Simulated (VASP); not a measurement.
# Ti2O in VASP: further runs

The runs below take Ti2O through single point, with r2SCAN.

All numbers are computed with VASP 6.6.1; they aren't measurements. Logs are shortened: lines on timing, memory, paths and dates and some standing lists are left out, and cuts for length are marked.

## (1) The cell of the first run

It takes space group P-3m1 (No. 164, trigonal). Conventional cell: a = 2.919 Å, b = 2.919 Å, c = 4.713 Å, α = 90.00°, β = 90.00°, γ = 120.00°. Ti (site symmetry 3m) has 3 O at 2.14 Å and 3 Ti at 2.68 Å within 2.8 Å. Within 2.8 Å of O (site symmetry -3m) lie 6 Ti at 2.14 Å.

## (2) Single point, r2SCAN

POSCAR reads:

```
Ti2O
1.0
    2.9193980238      0.0000000000      0.0000000000
   -1.4596990119      2.5282728524      0.0000000000
    0.0000000000      0.0000000000      4.7130000000
Ti O
2 1
Direct
    0.6666666667      0.3333333333      0.2787400000
    0.3333333333      0.6666666667      0.7212600000
    0.0000000000      0.0000000000      0.0000000000
```

INCAR.step1 reads:

```
SYSTEM = Ti2O
PREC = Accurate
ENCUT = 660
ISMEAR = 0
SIGMA = 0.4
LREAL = .FALSE.
LASPH = .TRUE.
NELM = 120
NBANDS = 22
GGA = PE
ALGO = Normal
EDIFF = 1E-5
LWAVE = .TRUE.
LCHARG = .FALSE.
GGA_COMPAT = .FALSE.
```

INCAR.step2 reads:

```
SYSTEM = Ti2O
PREC = Accurate
ENCUT = 660
EDIFF = 1E-6
ISMEAR = 0
SIGMA = 0.4
LREAL = .FALSE.
LASPH = .TRUE.
NELM = 120
ALGO = Normal
ISIF = 2
LWAVE = .FALSE.
LCHARG = .FALSE.
METAGGA = R2SCAN
LMIXTAU = .TRUE.
NBANDS = 22
ISTART = 1
GGA_COMPAT = .FALSE.
```

KPOINTS reads:

```
Automatic mesh
0
G
  9 9 5
  0 0 0
```

Potentials or basis: VASP PAW PBE potentials, release 64 (Ti_sv, O).

On the command line:

```
> cat potpaw_PBE.64/Ti_sv/POTCAR potpaw_PBE.64/O/POTCAR > POTCAR
> cp INCAR.step1 INCAR
> mpirun -np 1 vasp_std > vasp.out
> cp INCAR.step2 INCAR
> mpirun -np 1 vasp_std > vasp.out
```

OUTCAR:

```text
SYSTEM = Ti2O
   PREC = Accurate
   ENCUT = 660
   EDIFF = 1E-6
   ISMEAR = 0
   LREAL = .FALSE.
   LASPH = .TRUE.
   NELM = 120
   ISIF = 2
   METAGGA = R2SCAN
   ISTART = 1

 ion  position               nearest neighbor table
   1  0.667  0.333  0.279-   3 2.14   3 2.14   3 2.14   2 2.68   2 2.68   2 2.68
   2  0.333  0.667  0.721-   3 2.14   3 2.14   3 2.14   1 2.68   1 2.68   1 2.68
   3  0.000  0.000  0.000-   1 2.14   2 2.14   1 2.14   2 2.14   1 2.14   2 2.14

  LATTYP: Found a hexagonal cell.
 ALAT       =     2.9193980238
 C/A-ratio  =     1.6143739091

  Lattice vectors:

 A1 = (   2.9193980238,   0.0000000000,   0.0000000000)
 A2 = (  -1.4596990119,   2.5282728524,   0.0000000000)
 A3 = (   0.0000000000,   0.0000000000,   4.7130000000)

Analysis of symmetry for initial positions (statically):
=====================================================================
 Subroutine PRICEL returns:
 Original cell was already a primitive cell.

 Routine SETGRP: Setting up the symmetry group for a
 hexagonal supercell.

 Subroutine GETGRP returns: Found 12 space group operations
 (whereof 12 operations were pure point group operations)
 out of a pool of 24 trial point group operations.

The static configuration has the point symmetry D_3d.

Analysis of symmetry for dynamics (positions and initial velocities):
=====================================================================
 Subroutine PRICEL returns:
 Original cell was already a primitive cell.

 Routine SETGRP: Setting up the symmetry group for a
 hexagonal supercell.

 Subroutine GETGRP returns: Found 12 space group operations
 (whereof 12 operations were pure point group operations)
 out of a pool of 24 trial point group operations.

The dynamic configuration has the point symmetry D_3d.

 Subroutine INISYM returns: Found 12 space group operations
 (whereof 12 operations are pure point group operations),
 and found     1 'primitive' translations

----------------------------------------------------------------------------------------

                                     Primitive cell

  volume of cell :      34.7868

  direct lattice vectors                    reciprocal lattice vectors
     2.919398024  0.000000000  0.000000000     0.342536369  0.197763465  0.000000000
    -1.459699012  2.528272852  0.000000000     0.000000000  0.395526930  0.000000000
     0.000000000  0.000000000  4.713000000     0.000000000  0.000000000  0.212179079

  length of vectors
     2.919398024  2.919398024  4.713000000     0.395526930  0.395526930  0.212179079

  position of ions in fractional coordinates (direct lattice)
     0.666666667  0.333333333  0.278740000
     0.333333333  0.666666667  0.721260000
     0.000000000  0.000000000  0.000000000

  ion indices of the primitive-cell ions
   primitive index   ion index
                 1           1
                 2           2
                 3           3

----------------------------------------------------------------------------------------

 KPOINTS: Automatic mesh

Automatic generation of k-mesh.
 Grid dimensions read from file:
 generate k-points for:    9    9    5

 Generating k-lattice:

  Cartesian coordinates                     Fractional coordinates (reciprocal lattice)
     0.038059597  0.021973718  0.000000000     0.111111111  0.000000000  0.000000000
     0.000000000  0.043947437  0.000000000     0.000000000  0.111111111  0.000000000
     0.000000000  0.000000000  0.042435816     0.000000000  0.000000000  0.200000000

  Length of vectors
     0.043947437  0.043947437  0.042435816

  Shift w.r.t. Gamma in fractional coordinates (k-lattice)
     0.000000000  0.000000000  0.000000000

 Subroutine IBZKPT returns following result:
 ===========================================

 Found     50 irreducible k-points:

 Following reciprocal coordinates:
            Coordinates               Weight
  0.000000  0.000000  0.000000      1.000000
  0.111111  0.000000  0.000000      6.000000
  0.222222  0.000000  0.000000      6.000000
  0.333333  0.000000  0.000000      6.000000
  0.444444  0.000000  0.000000      6.000000
  0.111111  0.111111  0.000000      6.000000
[... 16 lines left out ...]
  0.222222  0.111111  0.200000     12.000000
 -0.111111  0.333333  0.200000     12.000000
 [... further k-points ...]
   k-points           NKPTS =     50   k-points in BZ     NKDIM =     50   number of bands    NBANDS=     22
   number of dos      NEDOS =    301   number of ions     NIONS =      3
   total plane-waves  NPLWV =  23040
   dimension x,y,z NGX =    24 NGY =   24 NGZ =   40
   dimension x,y,z NGXF=    48 NGYF=   48 NGZF=   80
   ions per type =               2   1
   NGX,Y,Z   is equivalent  to a cutoff of  13.67, 13.67, 14.11 a.u.
   NGXF,Y,Z  is equivalent  to a cutoff of  27.33, 27.33, 28.22 a.u.
 SYSTEM =  Ti2O
   PREC   = accura    normal or accurate (medium, high low for compatibility)
   ISTART =      1    job   : 0-new  1-cont  2-samecut
[... 66 lines left out ...]
      3     -24.7243      2.00000
      4     -23.9177      2.00000
      5     -23.9177      2.00000
      6     -23.8027      2.00000
[... 14 lines left out ...]
     21      12.0984      0.00000
     22      14.9085      0.00000

 k-point     2 :       0.1111    0.0000    0.0000
  band No.  band energies     occupation
      1     -48.9949      2.00000
      2     -48.8161      2.00000
      3     -24.6849      2.00000
      4     -24.0025      2.00000
      5     -23.9412      2.00000
      6     -23.8632      2.00000
[... 14 lines left out ...]
     21      12.4792      0.00000
     22      14.3538      0.00000

 k-point     3 :       0.2222    0.0000    0.0000
  band No.  band energies     occupation
      1     -48.9555      2.00000
      2     -48.8054      2.00000
      3     -24.5804      2.00000
      4     -24.1913      2.00000
      5     -24.0320      2.00000
      6     -23.9965      2.00000
[... 14 lines left out ...]
     21      13.0987      0.00000
     22      13.9382      0.00000

 k-point     4 :       0.3333    0.0000    0.0000
  band No.  band energies     occupation
      1     -48.9059      2.00000
      2     -48.7976      2.00000
      3     -24.4636      2.00000
      4     -24.4019      2.00000
      5     -24.1769      2.00000
      6     -24.0551      2.00000
[... 14 lines left out ...]
     21      13.6079      0.00000
     22      14.3323      0.00000

 k-point     5 :       0.4444    0.0000    0.0000
  band No.  band energies     occupation
      1     -48.8671      2.00000
      2     -48.7988      2.00000
      3     -24.5417      2.00000
      4     -24.4362      2.00000
      5     -24.1694      2.00000
      6     -24.0917      2.00000
[... 14 lines left out ...]
     21      13.8632      0.00000
     22      14.0141      0.00000

 k-point     6 :       0.1111    0.1111    0.0000
  band No.  band energies     occupation
      1     -48.9677      2.00000
      2     -48.8083      2.00000
      3     -24.6126      2.00000
      4     -24.1115      2.00000
      5     -24.0512      2.00000
      6     -23.9222      2.00000
[... 14 lines left out ...]
     21      12.9705      0.00000
     22      13.9475      0.00000

 k-point     7 :       0.2222    0.1111    0.0000
  band No.  band energies     occupation
      1     -48.9230      2.00000
      2     -48.7993      2.00000
      3     -24.4970      2.00000
      4     -24.2927      2.00000
      5     -24.1903      2.00000
      6     -24.0030      2.00000
[... 324 lines left out ...]
      6     -24.0764      2.00000
[... 14 lines left out ...]
     21      14.0237      0.00000
     22      14.7158      0.00000

 k-point    21 :       0.0000    0.4444    0.2000
  band No.  band energies     occupation
      1     -48.8636      2.00000
      2     -48.8023      2.00000
      3     -24.5735      2.00000
      4     -24.4444      2.00000
      5     -24.1604      2.00000
      6     -24.0788      2.00000
[... 14 lines left out ...]
     21      14.2084      0.00000
     22      14.2732      0.00000

 k-point    22 :       0.1111    0.1111    0.2000
  band No.  band energies     occupation
      1     -48.9594      2.00000
      2     -48.8168      2.00000
      3     -24.5645      2.00000
      4     -24.1435      2.00000
      5     -24.0310      2.00000
      6     -23.9366      2.00000
[... 14 lines left out ...]
     21      13.0678      0.00000
     22      13.8194      0.00000

 k-point    23 :       0.2222    0.1111    0.2000
  band No.  band energies     occupation
      1     -48.9166      2.00000
      2     -48.8058      2.00000
      3     -24.5040      2.00000
      4     -24.3286      2.00000
      5     -24.1218      2.00000
      6     -24.0054      2.00000
[... 14 lines left out ...]
     21      13.5719      0.00000
     22      14.7557      0.00000

 k-point    24 :      -0.1111    0.3333    0.2000
  band No.  band energies     occupation
      1     -48.9165      2.00000
      2     -48.8059      2.00000
      3     -24.4866      2.00000
      4     -24.2813      2.00000
      5     -24.2018      2.00000
      6     -24.0063      2.00000
[... 14 lines left out ...]
     21      13.5609      0.00000
     22      14.0470      0.00000

 [... further k-points ...]
[... 5 lines left out ...]
  --------------------------------------------------------------------------------------
  -------------------------------------------------------------------------------------
  Total        1.6071715      1.6071715      3.3817109      0.0000000      0.0000000      0.0000000
  in kB       74.0215397     74.0215397    155.7515465      0.0000000      0.0000000      0.0000000
  external PRESSURE =     101.2648753 kB  Pullay stress =       0.0000000 kB

 VOLUME and BASIS-vectors are now :
 -----------------------------------------------------------------------------
  energy-cutoff  :      660.00
  volume of cell :       34.79
      direct lattice vectors                 reciprocal lattice vectors
     2.919398024  0.000000000  0.000000000     0.342536369  0.197763465  0.000000000
    -1.459699012  2.528272852  0.000000000     0.000000000  0.395526930  0.000000000
     0.000000000  0.000000000  4.713000000     0.000000000  0.000000000  0.212179079

 POSITION                                       TOTAL-FORCE (eV/Angst)
 -----------------------------------------------------------------------------------
      1.45970      0.84276      1.31370        -0.000000      0.000000     -1.053118
     -0.00000      1.68552      3.39930         0.000000     -0.000000      1.053118
      0.00000      0.00000      0.00000         0.000000      0.000000      0.000000
 -----------------------------------------------------------------------------------
    total drift:                               -0.000000      0.000000      0.000000

  FREE ENERGIE OF THE ION-ELECTRON SYSTEM (eV)
  ---------------------------------------------------
  free  energy   TOTEN  =       -37.8027876056 eV

  energy  without entropy=      -37.7354465936  energy(sigma->0) =      -37.76911710
```

Run time: 3.5 min. Hardware: 1 thread of Intel Xeon 8259CL, shared host; peak memory 0.2 GiB.

What came out:

| Quantity | Value |
| --- | --- |
| Free energy | -37.8028 eV |
| Pressure | 10.1 GPa |
| Largest force | 1.053 eV/Å |
| Band gap on the k mesh | zero (bands 15 and 16 overlap by 0.72 eV) |

Forces in eV/Å, atoms in the order of the input:
```
Ti   0.000  0.000 -1.053
Ti   0.000  0.000  1.053
O    0.000  0.000  0.000
```

Caveat: the cell stands under pressure; so wide a smearing shifts energies and pressures; the PAW data sets were made with another functional, which shifts forces and pressure a little.

## (3) Single point, r2SCAN

This run uses another cell than the first one, of 11.74 Å³/atom.

POSCAR reads:

```
Ti2O
1.0
    2.9432780955      0.0201131738     -0.0466091727
   -1.4542205283      2.5333845928      0.0388784197
   -0.0752446324      0.0290314697      4.7072549871
Ti O
2 1
Direct
    0.6755482196      0.3348340732      0.2828520726
    0.3249469338      0.6615028209      0.7101950052
    0.0014606901     -0.0158981989     -0.0027680215
```

INCAR.step1 reads:

```
SYSTEM = Ti2O
  ALGO = Normal
  EDIFF = 1E-5
  ENCUT = 660
  GGA = PE
  GGA_COMPAT = .False.
  ISMEAR = 0
  LASPH = .True.
  LCHARG = .False.
  LREAL = .False.
  LWAVE = .True.
  NBANDS = 22
  NELM = 120
  PREC = Accurate
  SIGMA = 0.1
```

INCAR.step2 reads:

```
SYSTEM = Ti2O
  ALGO = Normal
  EDIFF = 1E-6
  ENCUT = 660
  GGA_COMPAT = .False.
  ISIF = 2
  ISMEAR = 0
  ISTART = 1
  LASPH = .True.
  LCHARG = .False.
  LMIXTAU = .True.
  LREAL = .False.
  LWAVE = .False.
  METAGGA = R2SCAN
  NBANDS = 22
  NELM = 120
  PREC = Accurate
  SIGMA = 0.1
```

KPOINTS reads:

```
k-points
0
Gamma
  6 6 4
  0 0 0
```

Potentials or basis: VASP PAW PBE potentials, release 64 (Ti_sv, O).

On the command line:

```
> cat potpaw_PBE.64/Ti_sv/POTCAR potpaw_PBE.64/O/POTCAR > POTCAR
> cp INCAR.step1 INCAR
> mpirun -np 1 vasp_std > vasp.out
> cp INCAR.step2 INCAR
> mpirun -np 1 vasp_std > vasp.out
```

Run time: 7.2 min. Hardware: 1 thread of Intel Xeon 8259CL, shared host; peak memory 0.22 GiB.

Results (log left out):

```
Free energy            : -37.6480 eV
Pressure               : 7.7 GPa
Largest force          : 1.975 eV/Å
Band gap on the k mesh : zero (bands 15 and 16 overlap by 0.60 eV)
```

Forces in eV/Å, atoms in the order of the input:
```
Ti  -0.111 -0.187 -1.884
Ti   0.271 -0.072  1.955
O   -0.159  0.260 -0.071
```

Stress tensor (GPa, compression positive):
```
 2.47  0.06  4.12
 0.06  3.79 -1.65
 4.12 -1.65 16.96
```

Levels at points of the mesh, in eV from the Fermi level:
```csv
k point,band 13,band 14,band 15,band 16,band 17,band 18
"(0.00, 0.00, 0.00)",-4.20,-0.90,0.15,0.30,0.56,0.65
"(0.50, 0.00, 0.00)",-3.04,-1.68,-0.95,1.13,1.53,2.85
"(0.00, 0.50, 0.00)",-3.08,-1.74,-0.86,1.11,1.55,2.91
"(0.50, 0.50, 0.00)",-3.09,-1.86,-0.63,1.33,1.57,2.91
"(0.00, 0.00, 0.50)",-2.42,-1.94,-0.11,0.07,1.35,1.75
"(0.50, 0.00, 0.50)",-1.85,-1.73,-1.07,-0.45,0.68,2.93
"(0.00, 0.50, 0.50)",-1.88,-1.78,-1.11,-0.33,0.61,2.94
"(0.50, 0.50, 0.50)",-1.92,-1.79,-1.05,-0.21,0.47,2.92
```

Caveat: the k points lie up to 0.41 Å⁻¹ apart, too coarse for converged energies and pressures of a metal; the PAW data sets were made with another functional, which shifts forces and pressure a little.

## (4) Single point, r2SCAN

POSCAR reads:

```
Ti2O
1.0
    2.9193980238      0.0000000000      0.0000000000
   -1.4596990119      2.5282728524      0.0000000000
    0.0000000000      0.0000000000      4.7130000000
Ti O
2 1
Direct
    0.6666666667      0.3333333333      0.2787400000
    0.3333333333      0.6666666667      0.7212600000
    0.0000000000      0.0000000000      0.0000000000
```

INCAR.step1 reads:

```
SYSTEM = Ti2O
PREC = Accurate
ENCUT = 520
ISMEAR = 0
SIGMA = 0.1
LREAL = .FALSE.
LASPH = .TRUE.
NELM = 60
NBANDS = 22
GGA = PE
ALGO = Normal
EDIFF = 1E-4
LWAVE = .TRUE.
LCHARG = .FALSE.
```

INCAR.step2 reads:

```
SYSTEM = Ti2O
PREC = Accurate
ENCUT = 520
EDIFF = 1E-6
ISMEAR = 0
SIGMA = 0.1
LREAL = .FALSE.
LASPH = .TRUE.
NELM = 60
ALGO = Normal
ISIF = 2
LWAVE = .FALSE.
LCHARG = .TRUE.
METAGGA = R2SCAN
LMIXTAU = .TRUE.
LELF = .TRUE.
LVHAR = .TRUE.
NBANDS = 22
ISTART = 1
```

KPOINTS reads:

```
Automatic mesh
0
G
  18 18 10
  0 0 0
```

On the command line:

```
> cat potpaw_PBE.64/Ti_sv/POTCAR potpaw_PBE.64/O/POTCAR > POTCAR
> cp INCAR.step1 INCAR
> mpirun -np 1 vasp_std > vasp.out
> cp INCAR.step2 INCAR
> mpirun -np 1 vasp_std > vasp.out
```

Run time: 4.7 min. Hardware: 1 thread of Intel Xeon 6975P-C (Granite Rapids), shared host; peak memory 0.34 GiB.

It converged, with:

* Free energy: -37.7640 eV
* Pressure: 10.1 GPa
* Largest force: 1.008 eV/Å
* Band gap on the k mesh: zero (bands 15 and 16 overlap by 0.96 eV)

Forces in eV/Å, atoms in the order of the input:
```
Ti   0.000  0.000 -1.008
Ti   0.000  0.000  1.008
O    0.000  0.000  0.000
```

Stress tensor (GPa, compression positive):
```
 7.46  0.00  0.00
 0.00  7.46  0.00
 0.00  0.00 15.34
```

Levels at points of the mesh, in eV from the Fermi level:
```
           k point  band 12  band 13  band 14  band 15  band 16  band 17  band 18  band 19
(0.00, 0.00, 0.00)    -6.27    -4.14    -0.65     0.37     0.43     0.43     0.94     0.94
(0.50, 0.00, 0.00)    -6.81    -3.00    -1.69    -0.75     1.26     1.70     3.06     3.17
(0.00, 0.00, 0.50)    -6.37    -2.23    -2.02     0.09     0.09     1.39     1.98     1.98
(0.50, 0.00, 0.50)    -6.71    -1.81    -1.69    -0.85    -0.47     0.81     3.05     3.14
```

Caveat: the cell stands under pressure; the PAW data sets were made with another functional, which shifts forces and pressure a little.

## (5) Summary

```tsv
cell	k mesh	cutoff (eV)	smearing	gap on the mesh (eV)	pressure (GPa)	largest force (eV/Å)
a = 2.919, b = 2.919, c = 4.713 Å, angles 90.0, 90.0, 120.0°, 3 atoms, atomic positions A	9 × 9 × 5	660	gaussian 0.4 eV	none	10.1	1.05
a = 2.944, b = 2.921, c = 4.708 Å, angles 88.5, 91.8, 119.5°, 3 atoms, atomic positions B	6 × 6 × 4	660	gaussian 0.1 eV	none	7.7	1.97
a = 2.919, b = 2.919, c = 4.713 Å, angles 90.0, 90.0, 120.0°, 3 atoms, atomic positions A	18 × 18 × 10	520	gaussian 0.1 eV	none	10.1	1.01
```

Alike in all rows: task single point; level r2SCAN; potentials or basis VASP PAW PBE potentials, release 64 (Ti_sv, O); no spin polarisation.

Caveats: some runs use coarse meshes; the PAW data sets were made with another functional, which shifts forces and pressure a little; the cell stands under pressure (at least some runs); so wide a smearing shifts energies and pressures (at least some runs).

Total energies depend on the potentials used, so only differences within one code and one set of settings carry meaning.
